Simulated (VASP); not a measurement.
# MgO: single point with r2SCAN

MgO:

```
CELL_PARAMETERS angstrom
3.24026 0.00000 0.00000
-1.62013 2.80615 0.00000
0.00000 0.00000 4.88116
ATOMIC_POSITIONS crystal
Mg 0.66667 0.33333 0.50216
Mg 0.33333 0.66667 0.00216
O 0.66667 0.33333 0.90244
O 0.33333 0.66667 0.40244
```

```yaml
Program: VASP 6.6.1
Task: single point
Functional: r2SCAN
Potentials_or_basis: VASP PAW PBE potentials, release 64 (Mg, O)
Cutoff: 520 eV
k_mesh: 9 × 9 × 6
Occupations: fermi-dirac, width 0.05 eV
Spin: no spin polarisation
```

```
Pressure               : 7.7 GPa
Largest force          : 0.035 eV/Å
Band gap on the k mesh : 4.49 eV, direct
```

Forces in eV/Å, atoms in the order of the input:
```
Mg   0.000  0.000 -0.035
Mg   0.000  0.000 -0.035
O    0.000  0.000  0.035
O    0.000  0.000  0.035
```

Stress tensor (GPa, compression positive):
```
8.09 0.00 0.00
0.00 8.09 0.00
0.00 0.00 7.06
```

Levels at points of the mesh, in eV from the valence-band top:
| k point | band 4 | band 5 | band 6 | band 7 | band 8 | band 9 | band 10 | band 11 | band 12 | band 13 |
| --- | --- | --- | --- | --- | --- | --- | --- | --- | --- | --- |
| (0.00, 0.00, 0.00) | -0.84 | -0.84 | -0.49 | -0.49 | 0.00 | 4.49 | 9.87 | 11.73 | 15.50 | 15.50 |
| (0.00, 0.00, 0.50) | -2.10 | -0.67 | -0.67 | -0.67 | -0.67 | 7.09 | 7.09 | 14.78 | 14.78 | 16.05 |

It took 67 s on 1 thread of AMD EPYC 9R45 96-Core Processor (Zen 5), on a shared host, peak memory 0.15 GiB.

Caveat: the PAW data sets were made with another functional, which shifts forces and pressure a little. A k mesh can miss the band edges.
